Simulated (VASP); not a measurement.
# Hf2C5 (P3m1) in VASP: single point with PBE

Aim: the single point of Hf2C5 with PBE.

Everything below comes from runs of VASP 6.6.1. Logs are shortened: lines on timing, memory, paths and dates and some standing lists are left out, and cuts for length are marked.

## Step 1: The cell of the first run

Symmetry: P3m1, No. 156, trigonal system. Conventional cell: a = 3.751 Å, b = 3.751 Å, c = 7.477 Å, α = 90.00°, β = 90.00°, γ = 120.00°. Hf (site symmetry 3m) has 4 C at 2.29 to 2.32 Å and 1 Hf at 2.84 Å within 3.0 Å. Within 3.0 Å of Hf (site symmetry 3m) lie 7 C at 2.26 to 2.95 Å and 1 Hf at 2.84 Å. C (site symmetry m) has 3 C at 1.43 to 1.44 Å within 1.9 Å. Within 1.9 Å of C (site symmetry 3m) lie 3 C at 1.44 Å. Within 3.1 Å of C (site symmetry 3m) lie 6 Hf at 2.32 to 2.95 Å.

## Step 2: Single point, PBE

Input file INCAR:

```
SYSTEM = Hf2C5
  ALGO = Normal
  EDIFF = 1E-6
  ENCUT = 520
  GGA = PE
  ISIF = 2
  ISMEAR = 0
  LASPH = .TRUE.
  LCHARG = .FALSE.
  LREAL = .FALSE.
  LWAVE = .FALSE.
  NBANDS = 29
  NELM = 100
  PREC = Accurate
  SIGMA = 0.2
```

Input file KPOINTS:

```
k-points
0
G
  4 4 3
  0 0 0
```

Input file POSCAR:

```
Hf2C5
1.0
    3.7513490250      0.0000000000      0.0000000000
   -1.8756745125      3.2487635542      0.0000000000
    0.0000000000      0.0000000000      7.4765728592
Hf C
2 5
Direct
    0.6666666667      0.3333333333      0.9931380624
    0.6666666667      0.3333333333      0.3728555563
    0.8729303966      0.1270696034      0.6163403949
    0.8729303966      0.7458607931      0.6163403949
    0.2541392069      0.1270696034      0.6163403949
    0.6666666667      0.3333333333      0.6872954418
    0.0000000000      0.0000000000      0.1049595549
```

Potentials or basis: VASP PAW PBE potentials, release 64 (Hf_pv, C).

The run is started by

```sh
$ cat potpaw_PBE.64/Hf_pv/POTCAR potpaw_PBE.64/C/POTCAR > POTCAR
$ mpirun -np 1 vasp_std > vasp.out
```

OUTCAR:

```text
SYSTEM = Hf2C5
   EDIFF = 1E-6
   ENCUT = 520
   GGA = PE
   ISIF = 2
   ISMEAR = 0
   LASPH = .TRUE.
   LREAL = .FALSE.
   NELM = 100
   PREC = Accurate

 ion  position               nearest neighbor table
   1  0.667  0.333  0.993-   6 2.29   7 2.32   7 2.32   7 2.32   2 2.84
   2  0.667  0.333  0.373-   3 2.26   5 2.26   4 2.26   6 2.35   1 2.84   7 2.95   7 2.95   7 2.95

   3  0.873  0.127  0.616-   5 1.43   4 1.43   6 1.44   2 2.26
   4  0.873  0.746  0.616-   3 1.43   5 1.43   6 1.44   2 2.26
   5  0.254  0.127  0.616-   3 1.43   4 1.43   6 1.44   2 2.26
   6  0.667  0.333  0.687-   3 1.44   5 1.44   4 1.44   1 2.29   2 2.35
   7  0.000  0.000  0.105-   1 2.32   1 2.32   1 2.32   2 2.95   2 2.95   2 2.95

  LATTYP: Found a hexagonal cell.
 ALAT       =     3.7513490250
 C/A-ratio  =     1.9930357878

  Lattice vectors:

 A1 = (   3.7513490250,   0.0000000000,   0.0000000000)
 A2 = (  -1.8756745125,   3.2487635542,   0.0000000000)
 A3 = (   0.0000000000,   0.0000000000,   7.4765728592)

Analysis of symmetry for initial positions (statically):
=====================================================================
 Subroutine PRICEL returns:
 Original cell was already a primitive cell.

 Routine SETGRP: Setting up the symmetry group for a
 hexagonal supercell.

 Subroutine GETGRP returns: Found  6 space group operations
 (whereof  6 operations were pure point group operations)
 out of a pool of 24 trial point group operations.

The static configuration has the point symmetry C_3v.

Analysis of symmetry for dynamics (positions and initial velocities):
=====================================================================
 Subroutine PRICEL returns:
 Original cell was already a primitive cell.

 Routine SETGRP: Setting up the symmetry group for a
 hexagonal supercell.

 Subroutine GETGRP returns: Found  6 space group operations
 (whereof  6 operations were pure point group operations)
 out of a pool of 24 trial point group operations.

The dynamic configuration has the point symmetry C_3v.

 Subroutine INISYM returns: Found  6 space group operations
 (whereof  6 operations are pure point group operations),
 and found     1 'primitive' translations

----------------------------------------------------------------------------------------

                                     Primitive cell

  volume of cell :      91.1188

  direct lattice vectors                    reciprocal lattice vectors
     3.751349025  0.000000000  0.000000000     0.266570770  0.153904706  0.000000000
    -1.875674513  3.248763554  0.000000000     0.000000000  0.307809412  0.000000000
     0.000000000  0.000000000  7.476572859     0.000000000  0.000000000  0.133751121

  length of vectors
     3.751349025  3.751349025  7.476572859     0.307809412  0.307809412  0.133751121

  position of ions in fractional coordinates (direct lattice)
     0.666666667  0.333333333  0.993138062
     0.666666667  0.333333333  0.372855556
     0.872930397  0.127069603  0.616340395
     0.872930397  0.745860793  0.616340395
     0.254139207  0.127069603  0.616340395
     0.666666667  0.333333333  0.687295442
     0.000000000  0.000000000  0.104959555

  ion indices of the primitive-cell ions
   primitive index   ion index
                 1           1
                 2           2
                 3           3
                 4           4
                 5           5
                 6           6
                 7           7

----------------------------------------------------------------------------------------

 KPOINTS: k-points

Automatic generation of k-mesh.
 Grid dimensions read from file:
 generate k-points for:    4    4    3

 Generating k-lattice:

  Cartesian coordinates                     Fractional coordinates (reciprocal lattice)
     0.066642693  0.038476177  0.000000000     0.250000000  0.000000000  0.000000000
     0.000000000  0.076952353  0.000000000     0.000000000  0.250000000  0.000000000
     0.000000000  0.000000000  0.044583707     0.000000000  0.000000000  0.333333333

  Length of vectors
     0.076952353  0.076952353  0.044583707

  Shift w.r.t. Gamma in fractional coordinates (k-lattice)
     0.000000000  0.000000000  0.000000000

 Subroutine IBZKPT returns following result:
 ===========================================

 Found      9 irreducible k-points:

 Following reciprocal coordinates:
            Coordinates               Weight
  0.000000  0.000000  0.000000      1.000000
  0.250000  0.000000  0.000000      6.000000
  0.500000  0.000000  0.000000      3.000000
  0.250000  0.250000  0.000000      6.000000
  0.000000  0.000000  0.333333      2.000000
  0.250000  0.000000  0.333333      6.000000
  0.000000  0.250000  0.333333      6.000000
  0.500000  0.000000  0.333333      6.000000
  0.250000  0.250000  0.333333     12.000000
   k-points           NKPTS =      9   k-points in BZ     NKDIM =      9   number of bands    NBANDS=     29
   number of dos      NEDOS =    301   number of ions     NIONS =      7
   total plane-waves  NPLWV =  43904
   dimension x,y,z NGX =    28 NGY =   28 NGZ =   56
   dimension x,y,z NGXF=    56 NGYF=   56 NGZF=  112
   ions per type =               2   5
   NGX,Y,Z   is equivalent  to a cutoff of  12.41, 12.41, 12.45 a.u.
   NGXF,Y,Z  is equivalent  to a cutoff of  24.82, 24.82, 24.90 a.u.
 SYSTEM =  Hf2C5
   PREC   = accura    normal or accurate (medium, high low for compatibility)
   ISTART =      0    job   : 0-new  1-cont  2-samecut
   ICHARG =      2    charge: 1-file 2-atom 10-const
   ISPIN  =      1    spin polarized calculation?
   LNONCOLLINEAR =      F non collinear calculations
   LSORBIT =      F    spin-orbit coupling
   LASPH  =      T    aspherical Exc in radial PAW
   ENCUT  =  520.0 eV  38.22 Ry    6.18 a.u.   6.98  6.98 13.90*2*pi/ulx,y,z
   NELM   =    100;   NELMIN=  2; NELMDL= -5     # of ELM steps
   EDIFF  = 0.1E-05   stopping-criterion for ELM
   LREAL  =      F    real-space projection
   EDIFFG = 0.1E-04   stopping-criterion for IOM
   NSW    =      0    number of steps for IOM
   IBRION =     -1    ionic relax: 0-MD 1-quasi-New 2-CG
   NFREE  =      0    steps in history (QN), initial steepest desc. (CG)
   ISIF   =      2    stress and relaxation
   ISYM   =      2    0-nonsym 1-usesym 2-fastsym
   POTIM  = 0.5000    time-step for ionic-motion
   TEBEG  =    0.0;   TEEND  =   0.0 temperature during run
   PSTRESS=    0.0 pullay stress
   NELECT =      40.0000    total number of electrons
   NUPDOWN=      -1.0000    fix difference up-down
   EMIN   =  10.00;   EMAX   =-10.00  energy-range for DOS
   EFERMI =   0.00;   METHOD = LEGACY
   ISMEAR =     0;   SIGMA  =   0.20  broadening in eV -4-tet -1-fermi 0-gaus
   EFERMI_NEDOS =   21; number of points for ismear=-14 and -15
   IALGO  =     38    algorithm
   IMIX   =      4    mixing-type and parameters
     AMIX     =   0.40;   BMIX     =  1.00
     AMIX_MAG =   1.60;   BMIX_MAG =  1.00
  volume/ion in A,a.u.               =      13.02        87.84
  Fermi-wavevector in a.u.,A,eV,Ry     =   1.244205  2.351207 21.062462  1.548047
  Thomas-Fermi vector in A             =   2.378482
   LORBIT       =      0    0 simple, 1 ext, 2 COOP (PROOUT), +10 PAW based schemes
   GGA     = PE    functional components
   LHFCALC =     F    Hartree Fock is set to
   AEXX    =    0.0000 exact exchange contribution
   IVDW    =     0    specifies the selected vdW correction
   LEPSILON=     F    determine dielectric tensor
   LRPA    =     F    only Hartree local field effects (RPA)
 non-spin polarized calculation
 Gauss-broadening in eV      SIGMA  =   0.20
  energy-cutoff  :      520.00
  volume of cell :       91.12
 maximum number of plane-waves:      2467
 NGX is ok and might be reduce to    28
   NGX = 13   NGY = 13   NGZ = 27

 number of electron      39.9999999 magnetization

 Free energy of the ion-electron system (eV)
  ---------------------------------------------------
  ext. energy  EPLUGINS =         0.00000000
  ---------------------------------------------------
  free energy    TOTEN  =       -60.54440969 eV

  energy without entropy =      -60.49112866  energy(sigma->0) =      -60.51776918

 E-fermi :   5.0612     XC(G=0): -10.7042

 val. band max:        5.0135502605   @ k =   0.5000   0.0000   0.0000
 cond. band min:       5.1063884784   @ k =   0.2500   0.2500   0.3333
 fundamental gap:      0.0928382179
 Fermi energy:         5.0612082006

 k-point     1 :       0.0000    0.0000    0.0000
  band No.  band energies     occupation
      1     -26.5331      2.00000
      2     -26.2668      2.00000
      3     -26.2668      2.00000
      4     -25.9864      2.00000
      5     -25.9864      2.00000
      6     -25.9559      2.00000
[... 21 lines left out ...]
     28      10.1902      0.00000
     29      11.0915      0.00000

 k-point     2 :       0.2500    0.0000    0.0000
  band No.  band energies     occupation
      1     -26.5207      2.00000
      2     -26.3224      2.00000
      3     -26.2803      2.00000
      4     -26.0496      2.00000
      5     -26.0017      2.00000
      6     -25.9483      2.00000
[... 21 lines left out ...]
     28      10.1801      0.00000
     29      10.7887      0.00000

 k-point     3 :       0.5000    0.0000    0.0000
  band No.  band energies     occupation
      1     -26.5082      2.00000
      2     -26.3773      2.00000
      3     -26.2938      2.00000
      4     -26.1117      2.00000
      5     -26.0168      2.00000
      6     -25.9409      2.00000
[... 21 lines left out ...]
     28       9.4856      0.00000
     29       9.6130      0.00000

 k-point     4 :       0.2500    0.2500    0.0000
  band No.  band energies     occupation
      1     -26.5083      2.00000
      2     -26.3568      2.00000
      3     -26.3147      2.00000
      4     -26.0892      2.00000
      5     -26.0398      2.00000
      6     -25.9409      2.00000
[... 21 lines left out ...]
     28       9.4454      0.00000
     29      10.6791      0.00000

 k-point     5 :       0.0000    0.0000    0.3333
  band No.  band energies     occupation
      1     -26.5214      2.00000
      2     -26.2666      2.00000
      3     -26.2666      2.00000
      4     -25.9866      2.00000
      5     -25.9866      2.00000
      6     -25.9698      2.00000
[... 21 lines left out ...]
     28      10.7532      0.00000
     29      10.7690      0.00000

 k-point     6 :       0.2500    0.0000    0.3333
  band No.  band energies     occupation
      1     -26.5098      2.00000
      2     -26.3223      2.00000
      3     -26.2802      2.00000
      4     -26.0498      2.00000
      5     -26.0018      2.00000
      6     -25.9613      2.00000
[... 21 lines left out ...]
     28       9.8086      0.00000
     29      10.3939      0.00000

 k-point     7 :       0.0000    0.2500    0.3333
  band No.  band energies     occupation
      1     -26.5098      2.00000
      2     -26.3223      2.00000
      3     -26.2802      2.00000
      4     -26.0498      2.00000
      5     -26.0018      2.00000
      6     -25.9613      2.00000
[... 21 lines left out ...]
     28      10.0440      0.00000
     29      10.3258      0.00000

 k-point     8 :       0.5000    0.0000    0.3333
  band No.  band energies     occupation
      1     -26.4981      2.00000
      2     -26.3771      2.00000
      3     -26.2937      2.00000
      4     -26.1120      2.00000
      5     -26.0170      2.00000
      6     -25.9530      2.00000
[... 21 lines left out ...]
     28       9.3030      0.00000
     29       9.5214      0.00000

 k-point     9 :       0.2500    0.2500    0.3333
  band No.  band energies     occupation
      1     -26.4981      2.00000
      2     -26.3565      2.00000
      3     -26.3145      2.00000
      4     -26.0895      2.00000
      5     -26.0399      2.00000
      6     -25.9529      2.00000
[... 21 lines left out ...]
     28       9.0911      0.00000
     29       9.9618      0.00000

------------------------ aborting loop because EDIFF is reached ----------------------------------------

  FORCE on cell =-STRESS in cart. coord.  units (eV):
  Direction    XX          YY          ZZ          XY          YZ          ZX
  --------------------------------------------------------------------------------------
  -------------------------------------------------------------------------------------
  Total       -0.2111928     -0.2111928     -0.4199989      0.0000000      0.0000000      0.0000000
  in kB       -3.7134842     -3.7134842     -7.3850021      0.0000000      0.0000000      0.0000000
  external PRESSURE =      -4.9373235 kB  Pullay stress =       0.0000000 kB

 VOLUME and BASIS-vectors are now :
 -----------------------------------------------------------------------------
  energy-cutoff  :      520.00
  volume of cell :       91.12
      direct lattice vectors                 reciprocal lattice vectors
     3.751349025  0.000000000  0.000000000     0.266570770  0.153904706  0.000000000
    -1.875674513  3.248763554  0.000000000     0.000000000  0.307809412  0.000000000
     0.000000000  0.000000000  7.476572859     0.000000000  0.000000000  0.133751121

 POSITION                                       TOTAL-FORCE (eV/Angst)
 -----------------------------------------------------------------------------------
      1.87567      1.08292      7.42527         0.000000     -0.000000     -0.056632
      1.87567      1.08292      2.78768        -0.000000      0.000000      0.093724
      3.03633      0.41282      4.60811        -0.050413      0.029106     -0.019613
      1.87567      2.42313      4.60811         0.000000     -0.058212     -0.019613
      0.71502      0.41282      4.60811         0.050413      0.029106     -0.019613
      1.87567      1.08292      5.13861        -0.000000     -0.000000     -0.001829
      0.00000      0.00000      0.78474        -0.000000      0.000000      0.023578
 -----------------------------------------------------------------------------------
    total drift:                               -0.000000      0.000000      0.000385

  FREE ENERGIE OF THE ION-ELECTRON SYSTEM (eV)
  ---------------------------------------------------
  free  energy   TOTEN  =       -60.5444096950 eV

  energy  without entropy=      -60.4911286578  energy(sigma->0) =      -60.51776918
```

Wall time 15 s (1 thread of Intel Xeon 6975P-C (Granite Rapids), shared host); peak memory 0.2 GiB.

What came out:

```
Free energy            : -60.5444 eV
Pressure               : -0.5 GPa
Largest force          : 0.094 eV/Å
Band gap on the k mesh : zero (band 20 reaches 5.11 eV, above the bottom of band 21 at 4.31 eV)
```

Forces on the atoms (eV/Å):
```
Hf   0.000  0.000 -0.057
Hf   0.000  0.000  0.094
C   -0.050  0.029 -0.020
C    0.000 -0.058 -0.020
C    0.050  0.029 -0.020
C    0.000  0.000 -0.002
C    0.000  0.000  0.024
```

Stress tensor (GPa, compression positive):
```
-0.37  0.00  0.00
 0.00 -0.37  0.00
 0.00  0.00 -0.74
```

Caveat: the k points lie up to 0.48 Å⁻¹ apart; spin-orbit coupling is left out, which moves the levels of the heavy elements.
